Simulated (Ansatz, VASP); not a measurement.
One calculation of Cu, two programs

```
CELL_PARAMETERS angstrom
2.53410 0.00000 0.00000
-1.26705 2.19459 0.00000
0.00000 0.00000 4.11257
ATOMIC_POSITIONS crystal
Cu 0.66667 0.33333 0.75000
Cu 0.33333 0.66667 0.25000
```

Alike in both runs: functional revPBE; k mesh 12 × 12 × 7; occupations fermi-dirac, width 0.05 eV; no spin polarisation.

|  | VASP | Ansatz |
| --- | --- | --- |
| version | VASP 6.6.1 | Ansatz 0.2.0 |
| potentials or method | VASP PAW PBE potentials, release 64 (Cu_sv_GW) | Ansatz PAW |
| plane-wave cutoff (eV) | 820 | 420 |
| valence electrons in the cell | 38 | 38 |
| task | single point | band structure |

Ansatz gave:

```
gap on the k mesh at the Fermi level (eV)                     : none
pressure (GPa)                                                : 11.1
traceless stress, the component that is largest in VASP (GPa) : 0.32
```

Estimate VASP's values.

gap on the k mesh at the Fermi level (eV): none; pressure (GPa): 9.2; traceless stress, the component that is largest in VASP (GPa): 0.33.

VASP's potentials were made for PBE, not for revPBE. A gap of «none» marks a metal or a gap that the smearing closes. With one functional, cell and mesh, what is left measures potentials, basis and numerics.
